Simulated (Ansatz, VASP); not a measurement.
One calculation of CsI, two programs

```
Cs I
1.0
     4.56670    0.04567    0.04567
     0.04567    4.56670    0.04567
     0.04567    0.04567    4.56670
Cs I
1 1
Direct
  0.00000 0.00000 0.00000
  0.50000 0.50000 0.50000
```

Change from the starting cell: equal xy, yz and zx shear strains of +2 %, crystal datasets.

Alike in both runs: task electric field gradients; functional LDA; k mesh 7 × 7 × 7; occupations fermi-dirac, width 0.01 eV; no spin polarisation.

|  | VASP | Ansatz |
| --- | --- | --- |
| version | VASP 6.6.1 | Ansatz 0.2.0 |
| potentials or method | VASP PAW LDA potentials, release 64 (Cs_sv, I), cutoff 400 eV | all-electron PAW with datasets made for the crystal, scalar-relativistic |

|  | VASP | Ansatz | Ansatz less VASP |
| --- | --- | --- | --- |
| gap on the k mesh at the Fermi level (eV) | 3.56 | 3.55 | -0.009 |
| pressure (GPa) | -1.3 | -1.4 | -0.04 |
| traceless stress, the component that is largest in VASP (GPa) | -0.08 | -0.08 | +0.004 |
| size of Vzz on the site where it differs most (V/Å²) | 11.3 | 11.7 | +0.36 |

LDA's correlation is that of Perdew and Zunger in VASP and of Perdew and Wang (1992) in Ansatz. Ansatz ran all-electron here, and VASP with PAW potentials.

Neither program's run includes spin-orbit coupling.
